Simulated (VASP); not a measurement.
# NaTlS2 (P-4m2) in VASP: single point with PBE

Aim: the single point of NaTlS2 with PBE.

Program: VASP 6.6.1. These are calculated values, not measurements. Logs are shortened: lines on timing, memory, paths and dates and some standing lists are left out, and cuts for length are marked.

## (1) The cell of the first run

Symmetry: P-4m2, No. 115, tetragonal system. Conventional cell: a = 4.104 Å, b = 4.104 Å, c = 6.639 Å, α = 90.00°, β = 90.00°, γ = 90.00°. Na (site symmetry -4m2) has 4 S at 2.73 Å within 3.6 Å. S (site symmetry 2mm) has 2 Tl at 2.55 Å and 2 Na at 2.73 Å within 3.4 Å. Tl (site symmetry -4m2) has 4 S at 2.55 Å within 3.4 Å.

## (2) Single point, PBE

File INCAR:

```
PREC = Accurate
ENCUT = 500
EDIFF = 1E-6
ISMEAR = 0
SIGMA = 0.01
LREAL = False
LASPH = True
NELM = 120
ALGO = Normal
ISIF = 2
LWAVE = False
LCHARG = False
GGA = PE
NBANDS = 24
GGA_COMPAT = False
```

File KPOINTS:

```
Automatic mesh
0
Gamma
  4 4 2
```

File POSCAR:

```
NaTlS2
1.0
    4.1044901836      0.0000000000      0.0000000000
    0.0000000000      4.1044901836      0.0000000000
    0.0000000000      0.0000000000      6.6389352453
Na S Tl
1 2 1
Direct
    0.0000000000      0.0000000000      0.0000000000
    0.0000000000      0.5000000000      0.2708669239
    0.5000000000      0.0000000000      0.7291330761
    0.5000000000      0.5000000000      0.5000000000
```

Potentials or basis: VASP PAW PBE potentials, release 64 (Na_pv, S, Tl_d).

Launch:

```
> cat potpaw_PBE.64/Na_pv/POTCAR potpaw_PBE.64/S/POTCAR potpaw_PBE.64/Tl_d/POTCAR > POTCAR
> mpirun -np 1 vasp_std > vasp.out
```

OUTCAR:

```text
PREC = Accurate
   ENCUT = 500
   EDIFF = 1E-6
   ISMEAR = 0
   LREAL = False
   LASPH = True
   NELM = 120
   ISIF = 2
   GGA = PE

 ion  position               nearest neighbor table
   1  0.000  0.000  0.000-   2 2.73   3 2.73   2 2.73   3 2.73
   2  0.000  0.500  0.271-   4 2.55   4 2.55   1 2.73   1 2.73
   3  0.500  0.000  0.729-   4 2.55   4 2.55   1 2.73   1 2.73
   4  0.500  0.500  0.500-   2 2.55   3 2.55   3 2.55   2 2.55

  LATTYP: Found a simple tetragonal cell.
 ALAT       =     4.1044901836
 C/A-ratio  =     1.6174810874

  Lattice vectors:

 A1 = (   4.1044901836,   0.0000000000,   0.0000000000)
 A2 = (   0.0000000000,   4.1044901836,   0.0000000000)
 A3 = (   0.0000000000,   0.0000000000,   6.6389352453)

Analysis of symmetry for initial positions (statically):
=====================================================================
 Subroutine PRICEL returns:
 Original cell was already a primitive cell.

 Routine SETGRP: Setting up the symmetry group for a
 simple tetragonal supercell.

 Subroutine GETGRP returns: Found  8 space group operations
 (whereof  8 operations were pure point group operations)
 out of a pool of 16 trial point group operations.

The static configuration has the point symmetry D_2d.

Analysis of symmetry for dynamics (positions and initial velocities):
=====================================================================
 Subroutine PRICEL returns:
 Original cell was already a primitive cell.

 Routine SETGRP: Setting up the symmetry group for a
 simple tetragonal supercell.

 Subroutine GETGRP returns: Found  8 space group operations
 (whereof  8 operations were pure point group operations)
 out of a pool of 16 trial point group operations.

The dynamic configuration has the point symmetry D_2d.

 Subroutine INISYM returns: Found  8 space group operations
 (whereof  8 operations are pure point group operations),
 and found     1 'primitive' translations

----------------------------------------------------------------------------------------

                                     Primitive cell

  volume of cell :     111.8451

  direct lattice vectors                    reciprocal lattice vectors
     4.104490184  0.000000000  0.000000000     0.243635617  0.000000000  0.000000000
     0.000000000  4.104490184  0.000000000     0.000000000  0.243635617  0.000000000
     0.000000000  0.000000000  6.638935245     0.000000000  0.000000000  0.150626563

  length of vectors
     4.104490184  4.104490184  6.638935245     0.243635617  0.243635617  0.150626563

  position of ions in fractional coordinates (direct lattice)
     0.000000000  0.000000000  0.000000000
     0.000000000  0.500000000  0.270866924
     0.500000000  0.000000000  0.729133076
     0.500000000  0.500000000  0.500000000

  ion indices of the primitive-cell ions
   primitive index   ion index
                 1           1
                 2           2
                 3           3
                 4           4

----------------------------------------------------------------------------------------

 KPOINTS: Automatic mesh

Automatic generation of k-mesh.
 Grid dimensions read from file:
 generate k-points for:    4    4    2

 Generating k-lattice:

  Cartesian coordinates                     Fractional coordinates (reciprocal lattice)
     0.060908904  0.000000000  0.000000000     0.250000000  0.000000000  0.000000000
     0.000000000  0.060908904  0.000000000     0.000000000  0.250000000  0.000000000
     0.000000000  0.000000000  0.075313282     0.000000000  0.000000000  0.500000000

  Length of vectors
     0.060908904  0.060908904  0.075313282

  Shift w.r.t. Gamma in fractional coordinates (k-lattice)
     0.000000000  0.000000000  0.000000000

 Subroutine IBZKPT returns following result:
 ===========================================

 Found     12 irreducible k-points:

 Following reciprocal coordinates:
            Coordinates               Weight
  0.000000  0.000000  0.000000      1.000000
  0.250000  0.000000  0.000000      4.000000
  0.500000  0.000000  0.000000      2.000000
  0.250000  0.250000  0.000000      4.000000
  0.500000  0.250000  0.000000      4.000000
  0.500000  0.500000  0.000000      1.000000
  0.000000  0.000000  0.500000      1.000000
  0.250000  0.000000  0.500000      4.000000
  0.500000  0.000000  0.500000      2.000000
  0.250000  0.250000  0.500000      4.000000
  0.500000  0.250000  0.500000      4.000000
  0.500000  0.500000  0.500000      1.000000
   k-points           NKPTS =     12   k-points in BZ     NKDIM =     12   number of bands    NBANDS=     24
   number of dos      NEDOS =    301   number of ions     NIONS =      4
   total plane-waves  NPLWV =  43200
   dimension x,y,z NGX =    30 NGY =   30 NGZ =   48
   dimension x,y,z NGXF=    60 NGYF=   60 NGZF=   96
   ions per type =               1   2   1
   NGX,Y,Z   is equivalent  to a cutoff of  12.15, 12.15, 12.02 a.u.
   NGXF,Y,Z  is equivalent  to a cutoff of  24.30, 24.30, 24.04 a.u.
 SYSTEM =  unknown system
   PREC   = accura    normal or accurate (medium, high low for compatibility)
   ISTART =      0    job   : 0-new  1-cont  2-samecut
   ICHARG =      2    charge: 1-file 2-atom 10-const
   ISPIN  =      1    spin polarized calculation?
   LNONCOLLINEAR =      F non collinear calculations
   LSORBIT =      F    spin-orbit coupling
   LASPH  =      T    aspherical Exc in radial PAW
   ENCUT  =  500.0 eV  36.75 Ry    6.06 a.u.   7.48  7.48 12.10*2*pi/ulx,y,z
   NELM   =    120;   NELMIN=  2; NELMDL= -5     # of ELM steps
   EDIFF  = 0.1E-05   stopping-criterion for ELM
   LREAL  =      F    real-space projection
   EDIFFG = 0.1E-04   stopping-criterion for IOM
   NSW    =      0    number of steps for IOM
   IBRION =     -1    ionic relax: 0-MD 1-quasi-New 2-CG
   NFREE  =      0    steps in history (QN), initial steepest desc. (CG)
   ISIF   =      2    stress and relaxation
   ISYM   =      2    0-nonsym 1-usesym 2-fastsym
   POTIM  = 0.5000    time-step for ionic-motion
   TEBEG  =    0.0;   TEEND  =   0.0 temperature during run
   PSTRESS=    0.0 pullay stress
   NELECT =      32.0000    total number of electrons
   NUPDOWN=      -1.0000    fix difference up-down
   EMIN   =  10.00;   EMAX   =-10.00  energy-range for DOS
   EFERMI =   0.00;   METHOD = LEGACY
   ISMEAR =     0;   SIGMA  =   0.01  broadening in eV -4-tet -1-fermi 0-gaus
   EFERMI_NEDOS =   21; number of points for ismear=-14 and -15
   IALGO  =     38    algorithm
   IMIX   =      4    mixing-type and parameters
     AMIX     =   0.40;   BMIX     =  1.00
     AMIX_MAG =   1.60;   BMIX_MAG =  1.00
  volume/ion in A,a.u.               =      27.96       188.69
  Fermi-wavevector in a.u.,A,eV,Ry     =   1.078746  2.038534 15.833004  1.163693
  Thomas-Fermi vector in A             =   2.214693
   LORBIT       =      0    0 simple, 1 ext, 2 COOP (PROOUT), +10 PAW based schemes
   GGA     = PE    functional components
   LHFCALC =     F    Hartree Fock is set to
   AEXX    =    0.0000 exact exchange contribution
   IVDW    =     0    specifies the selected vdW correction
   LEPSILON=     F    determine dielectric tensor
   LRPA    =     F    only Hartree local field effects (RPA)
 non-spin polarized calculation
 Gauss-broadening in eV      SIGMA  =   0.01
  energy-cutoff  :      500.00
  volume of cell :      111.85
 maximum number of plane-waves:      2857
 NGX is ok and might be reduce to    30
   NGX = 15   NGY = 15   NGZ = 25

 number of electron      31.9999994 magnetization

 Free energy of the ion-electron system (eV)
  ---------------------------------------------------
  ext. energy  EPLUGINS =         0.00000000
  ---------------------------------------------------
  free energy    TOTEN  =       -13.87870359 eV

  energy without entropy =      -13.87870359  energy(sigma->0) =      -13.87870359

 E-fermi :   1.5312     XC(G=0):  -8.0642

 val. band max:        1.4759012677   @ k =   0.0000   0.0000   0.0000
 cond. band min:       2.2765966311   @ k =   0.0000   0.0000   0.0000
 fundamental gap:      0.8006953633
 Fermi energy:         1.5311800231

 k-point     1 :       0.0000    0.0000    0.0000
  band No.  band energies     occupation
      1     -20.7287      2.00000
      2     -20.7287      2.00000
      3     -20.6795      2.00000
      4     -10.4944      2.00000
      5     -10.3920      2.00000
      6      -9.0979      2.00000
[... 16 lines left out ...]
     23       9.3640      0.00000
     24      11.4839      0.00000

 k-point     2 :       0.2500    0.0000    0.0000
  band No.  band energies     occupation
      1     -20.7338      2.00000
      2     -20.7284      2.00000
      3     -20.6785      2.00000
      4     -10.4350      2.00000
      5     -10.3780      2.00000
      6      -9.0930      2.00000
[... 16 lines left out ...]
     23       9.2005      0.00000
     24      11.6343      0.00000

 k-point     3 :       0.5000    0.0000    0.0000
  band No.  band energies     occupation
      1     -20.7389      2.00000
      2     -20.7281      2.00000
      3     -20.6775      2.00000
      4     -10.4203      2.00000
      5     -10.3419      2.00000
      6      -9.0879      2.00000
[... 16 lines left out ...]
     23       9.0867      0.00000
     24      10.9437      0.00000

 k-point     4 :       0.2500    0.2500    0.0000
  band No.  band energies     occupation
      1     -20.7335      2.00000
      2     -20.7334      2.00000
      3     -20.6775      2.00000
      4     -10.3880      2.00000
      5     -10.3680      2.00000
      6      -9.0639      2.00000
[... 16 lines left out ...]
     23       9.6751      0.00000
     24      10.1118      0.00000

 k-point     5 :       0.5000    0.2500    0.0000
  band No.  band energies     occupation
      1     -20.7384      2.00000
      2     -20.7331      2.00000
      3     -20.6765      2.00000
      4     -10.3839      2.00000
      5     -10.3354      2.00000
      6      -9.0244      2.00000
[... 16 lines left out ...]
     23      10.4012      0.00000
     24      10.6011      0.00000

 k-point     6 :       0.5000    0.5000    0.0000
  band No.  band energies     occupation
      1     -20.7380      2.00000
      2     -20.7380      2.00000
      3     -20.6755      2.00000
      4     -10.3471      2.00000
      5     -10.3471      2.00000
      6      -8.9297      2.00000
[... 16 lines left out ...]
     23      11.1820      0.00000
     24      11.3743      0.00000

 k-point     7 :       0.0000    0.0000    0.5000
  band No.  band energies     occupation
      1     -20.7287      2.00000
      2     -20.7287      2.00000
      3     -20.6796      2.00000
      4     -10.4422      2.00000
      5     -10.4146      2.00000
      6      -9.0982      2.00000
[... 16 lines left out ...]
     23       9.0027      0.00000
     24       9.5557      0.00000

 k-point     8 :       0.2500    0.0000    0.5000
  band No.  band energies     occupation
      1     -20.7338      2.00000
      2     -20.7284      2.00000
      3     -20.6785      2.00000
      4     -10.4247      2.00000
      5     -10.3743      2.00000
      6      -9.0932      2.00000
[... 16 lines left out ...]
     23       9.0630      0.00000
     24      11.0188      0.00000

 k-point     9 :       0.5000    0.0000    0.5000
  band No.  band energies     occupation
      1     -20.7388      2.00000
      2     -20.7281      2.00000
      3     -20.6775      2.00000
      4     -10.4236      2.00000
      5     -10.3395      2.00000
      6      -9.0882      2.00000
[... 16 lines left out ...]
     23       9.3936      0.00000
     24      10.5816      0.00000

 k-point    10 :       0.2500    0.2500    0.5000
  band No.  band energies     occupation
      1     -20.7335      2.00000
      2     -20.7334      2.00000
      3     -20.6775      2.00000
      4     -10.3945      2.00000
      5     -10.3562      2.00000
      6      -9.0642      2.00000
[... 16 lines left out ...]
     23       9.9144      0.00000
     24      10.2195      0.00000

 k-point    11 :       0.5000    0.2500    0.5000
  band No.  band energies     occupation
      1     -20.7384      2.00000
      2     -20.7331      2.00000
      3     -20.6765      2.00000
      4     -10.3864      2.00000
      5     -10.3353      2.00000
      6      -9.0246      2.00000
[... 16 lines left out ...]
     23      10.2758      0.00000
     24      10.4633      0.00000

 k-point    12 :       0.5000    0.5000    0.5000
  band No.  band energies     occupation
      1     -20.7380      2.00000
      2     -20.7380      2.00000
      3     -20.6755      2.00000
      4     -10.3487      2.00000
      5     -10.3487      2.00000
      6      -8.9298      2.00000
[... 16 lines left out ...]
     23       9.6606      0.00000
     24       9.8600      0.00000

------------------------ aborting loop because EDIFF is reached ----------------------------------------

  FORCE on cell =-STRESS in cart. coord.  units (eV):
  Direction    XX          YY          ZZ          XY          YZ          ZX
  --------------------------------------------------------------------------------------
  -------------------------------------------------------------------------------------
  Total        0.9295239      0.9295239      0.8614931      0.0000000      0.0000000      0.0000000
  in kB       13.3154019     13.3154019     12.3408622      0.0000000      0.0000000      0.0000000
  external PRESSURE =      12.9905553 kB  Pullay stress =       0.0000000 kB

 VOLUME and BASIS-vectors are now :
 -----------------------------------------------------------------------------
  energy-cutoff  :      500.00
  volume of cell :      111.85
      direct lattice vectors                 reciprocal lattice vectors
     4.104490184  0.000000000  0.000000000     0.243635617  0.000000000  0.000000000
     0.000000000  4.104490184  0.000000000     0.000000000  0.243635617  0.000000000
     0.000000000  0.000000000  6.638935245     0.000000000  0.000000000  0.150626563

 POSITION                                       TOTAL-FORCE (eV/Angst)
 -----------------------------------------------------------------------------------
      0.00000      0.00000      0.00000        -0.000000      0.000000      0.000000
      0.00000      2.05225      1.79827         0.000000      0.000000     -0.135107
      2.05225      0.00000      4.84067        -0.000000      0.000000      0.135107
      2.05225      2.05225      3.31947        -0.000000      0.000000      0.000000
 -----------------------------------------------------------------------------------
    total drift:                                0.000000      0.000000      0.000000

  FREE ENERGIE OF THE ION-ELECTRON SYSTEM (eV)
  ---------------------------------------------------
  free  energy   TOTEN  =       -13.8787035913 eV

  energy  without entropy=      -13.8787035913  energy(sigma->0) =      -13.87870359
```

Run time: 54 s. Hardware: 1 thread of Intel Xeon 8259CL, shared host; peak memory 0.21 GiB.

What came out:

| Property | Result |
| --- | --- |
| Free energy | -13.8787 eV |
| Pressure | 1.3 GPa |
| Largest force | 0.135 eV/Å |
| Band gap on the k mesh | 0.80 eV, direct |

Forces in eV/Å, atoms in the order of the input:
```
Na   0.000  0.000  0.000
S    0.000  0.000 -0.135
S    0.000  0.000  0.135
Tl   0.000  0.000  0.000
```

Stress tensor (GPa, compression positive):
```
1.33 0.00 0.00
0.00 1.33 0.00
0.00 0.00 1.23
```

Caveat: the k points lie up to 0.47 Å⁻¹ apart; spin-orbit coupling is left out, which moves the levels of the heavy elements. As with any semilocal functional, this PBE gap is likely too small.
